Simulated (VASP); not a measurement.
# SiW6 in VASP: notebook, part 2 of 2

VASP 6.6.1. Earlier steps stand in the parts before.

**4. Single point, PBE+D3(BJ)**

The input, INCAR:

```
SYSTEM = SiW6
  PREC = Accurate
  ENCUT = 520
  EDIFF = 1E-7
  ISMEAR = 0
  SIGMA = 0.1
  LREAL = .FALSE.
  LASPH = .TRUE.
  NELM = 60
  ALGO = Normal
  ISIF = 2
  LWAVE = .FALSE.
  LCHARG = .FALSE.
  LDIPOL = .TRUE.
  IDIPOL = 3
  DIPOL = 0.5 0.5 0.320
  GGA = PE
  IVDW = 12
  NBANDS = 53
```

The input, KPOINTS:

```
Automatic mesh
0
G
  6 6 1
  0 0 0
```

The input, POSCAR:

```
SiW6
1.0
    4.4682526324      0.0000000000      0.0000000000
   -2.2341263162      3.8696202902      0.0000000000
    0.0000000000      0.0000000000     21.7259061349
W Si
6 1
Direct
    0.6666666667      0.3333333333      0.1841119986
    0.3333333333      0.6666666667      0.2260931360
    0.0000000000      0.0000000000      0.2680742733
    0.6666666667      0.3333333333      0.3070897866
    0.3333333333      0.6666666667      0.3466976876
    0.0000000000      0.0000000000      0.3832248047
    0.2222222222      0.8888888889      0.5259116036
```

Potentials or basis: VASP PAW PBE potentials, release 64 (W_sv, Si).

Launch:

```
$ cat potpaw_PBE.64/W_sv/POTCAR potpaw_PBE.64/Si/POTCAR > POTCAR
$ mpirun -np 1 vasp_std > vasp.out
```

OUTCAR:

```text
SYSTEM = SiW6
   PREC = Accurate
   ENCUT = 520
   EDIFF = 1E-7
   ISMEAR = 0
   LREAL = .FALSE.
   LASPH = .TRUE.
   NELM = 60
   ISIF = 2
   GGA = PE
   IVDW = 12
 IVDW          = 12

 ion  position               nearest neighbor table
   1  0.667  0.333  0.184-   4 2.67   2 2.74   2 2.74   2 2.74   3 3.16   3 3.16   3 3.16
   2  0.333  0.667  0.226-   5 2.62   3 2.74   3 2.74   3 2.74   1 2.74   1 2.74   1 2.74   4 3.12
                             4 3.12   4 3.12
   3  0.000  0.000  0.268-   6 2.50   4 2.72   4 2.72   4 2.72   2 2.74   2 2.74   2 2.74   5 3.09
                             5 3.09   5 3.09   1 3.16   1 3.16   1 3.16
   4  0.667  0.333  0.307-   1 2.67   3 2.72   3 2.72   3 2.72   5 2.72   5 2.72   5 2.72   6 3.06
                             6 3.06   6 3.06   2 3.12   2 3.12   2 3.12
   5  0.333  0.667  0.347-   2 2.62   6 2.70   6 2.70   6 2.70   4 2.72   4 2.72   4 2.72   3 3.09
                             3 3.09   3 3.09
   6  0.000  0.000  0.383-   3 2.50   5 2.70   5 2.70   5 2.70   4 3.06   4 3.06   4 3.06
   7  0.222  0.889  0.526-

  LATTYP: Found a hexagonal cell.
 ALAT       =     4.4682526324
 C/A-ratio  =     4.8622824004

  Lattice vectors:

 A1 = (   4.4682526324,   0.0000000000,   0.0000000000)
 A2 = (  -2.2341263162,   3.8696202902,   0.0000000000)
 A3 = (   0.0000000000,   0.0000000000,  21.7259061349)

Analysis of symmetry for initial positions (statically):
=====================================================================
 Subroutine PRICEL returns:
 Original cell was already a primitive cell.

 Routine SETGRP: Setting up the symmetry group for a
 hexagonal supercell.

 Subroutine GETGRP returns: Found  1 space group operations
 (whereof  1 operations were pure point group operations)
 out of a pool of 24 trial point group operations.

The static configuration has the point symmetry C_1 .

Analysis of symmetry for dynamics (positions and initial velocities):
[... 146 lines left out ...]
   LRPA    =     F    only Hartree local field effects (RPA)
 non-spin polarized calculation
 Gauss-broadening in eV      SIGMA  =   0.10
  energy-cutoff  :      520.00
  volume of cell :      375.65
 maximum number of plane-waves:     10145
 NGX is ok and might be reduce to    36
   NGX = 17   NGY = 17   NGZ = 81

 dipolmoment           0.000000      0.000000     -0.567039 electrons x Angstroem

 number of electron      88.0000002 magnetization

 dipolmoment           0.000000      0.000000      0.068588 electrons x Angstroem

 Free energy of the ion-electron system (eV)
  ---------------------------------------------------
  ext. energy  EPLUGINS =         0.00000000
  ---------------------------------------------------
  free energy    TOTEN  =       -72.24732648 eV

  energy without entropy =      -72.20499112  energy(sigma->0) =      -72.22615880

 E-fermi :   0.3030     XC(G=0):  -5.3991

 val. band max:        0.2970196451   @ k =   0.3333   0.1667   0.0000
 cond. band min:       0.3166139023   @ k =  -0.1667   0.3333   0.0000
 fundamental gap:      0.0195942572
 Fermi energy:         0.3029649372

 k-point     1 :       0.0000    0.0000    0.0000
  band No.  band energies     occupation
      1     -73.7184      2.00000
      2     -73.5972      2.00000
      3     -73.5693      2.00000
      4     -73.5116      2.00000
      5     -73.4159      2.00000
      6     -73.3524      2.00000
[... 1109 lines left out ...]
     52       1.7548      0.00000
     53       1.9292      0.00000

------------------------ aborting loop because EDIFF is reached ----------------------------------------

 vacuum level on the upper side and lower side of the slab       (xc-potential included)         0.195        -0.461

 Edisp (eV)   -2.79322

 E8    (eV) :    -1.4651

  FORCE on cell =-STRESS in cart. coord.  units (eV):
  Direction    XX          YY          ZZ          XY          YZ          ZX
  --------------------------------------------------------------------------------------
  -------------------------------------------------------------------------------------
  Total      -8.62156    -8.32568    -8.10232     0.24678    -0.10797    -0.22682
  in kB     -36.77161   -35.50966   -34.55698     1.05252    -0.46051    -0.96740
  external pressure =      -35.61 kB  Pullay stress =        0.00 kB

 VOLUME and BASIS-vectors are now :
 -----------------------------------------------------------------------------
  energy-cutoff  :      520.00
  volume of cell :      375.65
      direct lattice vectors                 reciprocal lattice vectors
     4.468252632  0.000000000  0.000000000     0.223801133  0.129211644  0.000000000
    -2.234126316  3.869620290  0.000000000     0.000000000  0.258423288  0.000000000
     0.000000000  0.000000000 21.725906135     0.000000000  0.000000000  0.046028000

 POSITION                                       TOTAL-FORCE (eV/Angst)
 -----------------------------------------------------------------------------------
      2.23413      1.28987      4.00000         0.068485     -0.048419      2.117645
     -0.00000      2.57975      4.91208        -0.038925      0.009352     -0.700218
      0.00000      0.00000      5.82416         0.041907     -0.011499     -1.876512
      2.23413      1.28987      6.67180        -0.132340      0.101065     -0.065407
     -0.00000      2.57975      7.53232        -0.233658      0.131238      0.573614
      0.00000      0.00000      8.32591         0.411630     -0.167889      1.751571
     -0.99295      3.43966     11.42591        -0.117098     -0.013847     -1.800693
 -----------------------------------------------------------------------------------
    total drift:                               -0.000018      0.000003      0.000039

  FREE ENERGIE OF THE ION-ELECTRON SYSTEM (eV)
  ---------------------------------------------------
  free  energy   TOTEN  =       -75.0405504119 eV

  energy  without entropy=      -74.9982150475  energy(sigma->0) =      -75.01938273

 vacuum level on the upper side and lower side of the slab         4.782         4.101
```

Run time: 13 min. Hardware: 1 thread of AMD EPYC 9R45 (Zen 5), shared host; peak memory 0.64 GiB.

Results:

| Quantity | Value |
| --- | --- |
| Free energy | -75.0406 eV |
| Largest force | 2.119 eV/Å |
| Band gap on the k mesh | zero (band 44 reaches 0.45 eV, above the bottom of band 45 at 0.08 eV) |
| Dispersion energy per atom | -0.399 eV |

Forces in eV/Å, atoms in the order of the input:
```
W    0.068 -0.048  2.118
W   -0.039  0.009 -0.700
W    0.042 -0.011 -1.877
W   -0.132  0.101 -0.065
W   -0.234  0.131  0.574
W    0.412 -0.168  1.752
Si  -0.117 -0.014 -1.801
```

Levels at points of the mesh, in eV from the Fermi level:
| k point | band 40 | band 41 | band 42 | band 43 | band 44 | band 45 | band 46 | band 47 | band 48 | band 49 |
| --- | --- | --- | --- | --- | --- | --- | --- | --- | --- | --- |
| (0.00, 0.00, 0.00) | -1.22 | -1.10 | -1.07 | -1.03 | -0.44 | 0.75 | 1.46 | 1.55 | 1.62 | 1.64 |
| (0.50, 0.00, 0.00) | -1.34 | -0.90 | -0.66 | -0.37 | 0.12 | 0.20 | 0.30 | 0.62 | 1.02 | 1.19 |
| (0.00, 0.50, 0.00) | -1.34 | -0.89 | -0.65 | -0.31 | 0.15 | 0.22 | 0.29 | 0.51 | 1.09 | 1.11 |
| (0.50, 0.50, 0.00) | -1.33 | -1.04 | -0.69 | -0.25 | -0.09 | 0.18 | 0.30 | 0.86 | 1.04 | 1.31 |

Caveat: spin-orbit coupling is left out, which moves the levels of the heavy elements.
